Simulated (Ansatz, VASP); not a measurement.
# Two plane-wave programs on MgS

INCAR

```
SYSTEM = MgS
  PREC = Accurate
  ENCUT = 600
  EDIFF = 1E-6
  ISMEAR = 0
  SIGMA = 0.05
  LREAL = .FALSE.
  LASPH = .TRUE.
  NELM = 120
  ALGO = Normal
  ISIF = 2
  LWAVE = .FALSE.
  LCHARG = .FALSE.
  GGA = PS
  NBANDS = 11
  GGA_COMPAT = .FALSE.
```

KPOINTS

```
Automatic mesh
0
G
  8 8 8
  0 0 0
```

POSCAR

```
MgS
1.0
    0.0000000000      2.4975840000      2.8097820000
    2.4975840000      0.0000000000      2.8097820000
    2.4975840000      2.4975840000      0.0000000000
Mg S
1 1
Direct
    0.0000000000      0.0000000000      0.0000000000
    0.5000000000      0.5000000000      0.5000000000
```

Input for Ansatz:

```yaml
crystal:
  lattice:
    - [0.0, 2.497584, 2.809782]
    - [2.497584, 0.0, 2.809782]
    - [2.497584, 2.497584, 0.0]
  atoms:
    - { symbol: Mg, position: [0.0, 0.0, 0.0] }
    - { symbol: S, position: [0.5, 0.5, 0.5] }
basis:
  ecutwfc: 420
kpoints:
  mp_grid: { grid: [8, 8, 8] }
hamiltonian:
  xc: pbesol
scf:
  occupations: { method: gaussian, width: 0.05 }
output:
  forces: true
  stress: true
  eigenvalues: true
```

Change from the starting cell: strain -0.040 along x and y, +0.080 along z, atoms carried along.

Alike in both runs: task single point; functional PBEsol; k mesh 8 × 8 × 8; occupations gaussian, width 0.05 eV; no spin polarisation.

|  | VASP | Ansatz |
| --- | --- | --- |
| version | VASP 6.6.1 | Ansatz 0.2.0 |
| potentials or method | VASP PAW PBE potentials, release 64 (Mg, S), cutoff 600 eV | scalar-relativistic, plane waves, PAW |
| valence electrons in the cell | 8 | 16 |

|  | VASP | Ansatz | Ansatz less VASP |
| --- | --- | --- | --- |
| gap on the k mesh at the Fermi level (eV) | 2.41 | 2.41 | -0.005 |
| least direct gap on the mesh (eV) | 3.41 | 3.41 | -0.001 |
| pressure (GPa) | 1.4 | 1.5 | +0.16 |
| traceless stress, the component that is largest in VASP (GPa) | -7.41 | -7.44 | -0.024 |

VASP's potentials were made for PBE, not for PBEsol. VASP's potentials hold 8 valence electrons a cell and Ansatz's 16, so a difference there can come from the potentials and not from the codes.
